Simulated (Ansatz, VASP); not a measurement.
Given: the input of a run of Ansatz 0.2.0 on ScAl3.

Contents of input.yaml:

```yaml
crystal:
  lattice:
    - [-2.0392821822, 2.0392821822, 4.4814026223]
    - [2.0392821822, -2.0392821822, 4.4814026223]
    - [2.0392821822, 2.0392821822, -4.4814026223]
  atoms:
    - { symbol: Sc, position: [0.0, 0.0, 0.0] }
    - { symbol: Al, position: [0.5, 0.5, 0.0] }
    - { symbol: Al, position: [0.25, 0.75, 0.5] }
    - { symbol: Al, position: [0.75, 0.25, 0.5] }
hamiltonian:
  xc: pbe
  pseudopotentials: { kind: paw }
kpoints:
  mp_grid: { grid: [9, 9, 9] }
scf:
  occupations: { method: fermi_dirac, width: 0.05 }
output:
  forces: true
  stress: true
  eigenvalues: true
```

Potentials or basis: Ansatz PAW.

Run with:

```console
$ ansatz run input.yaml --threads 2 --pin off --max-ram 5120MiB --backend cpu --events-out ev --progress --plain --runs-dir out
```

Q: Set up the same calculation for VASP 6.6.1. Potentials there: VASP PAW PBE potentials, release 64 (Sc_sv, Al).

A: As run (the cutoff follows the program's own potentials):

The input INCAR:

```
ALGO = Normal ; EDIFF = 1E-6
ENCUT = 500 ; GGA = PE
GGA_COMPAT = F ; ISIF = 2
ISMEAR = -1 ; LASPH = T
LCHARG = F ; LREAL = F
LWAVE = F ; NBANDS = 18
NELM = 120 ; PREC = Accurate
SIGMA = 0.05
```

KPOINTS

```
k-points
0
Gamma
  9 9 9
```

File POSCAR:

```
ScAl3
1.0
   -2.0392821822      2.0392821822      4.4814026223
    2.0392821822     -2.0392821822      4.4814026223
    2.0392821822      2.0392821822     -4.4814026223
Sc Al
1 3
Direct
    0.0000000000      0.0000000000      0.0000000000
    0.5000000000      0.5000000000      0.0000000000
    0.2500000000      0.7500000000      0.5000000000
    0.7500000000      0.2500000000      0.5000000000
```

Potentials or basis: VASP PAW PBE potentials, release 64 (Sc_sv, Al).

The run is started by

```sh
$ cat potpaw_PBE.64/Sc_sv/POTCAR potpaw_PBE.64/Al/POTCAR > POTCAR
$ mpirun -np 1 vasp_std > vasp.out
```

Both were run:

|  | VASP | Ansatz | Ansatz less VASP |
| --- | --- | --- | --- |
| gap on the k mesh at the Fermi level (eV) | none | none | - |
| pressure (GPa) | -3.3 | -3.3 | 0.00 |
| traceless stress, the component that is largest in VASP (GPa) | 0.11 | 0.10 | -0.005 |

A gap of «none» marks a metal or a gap that the smearing closes.
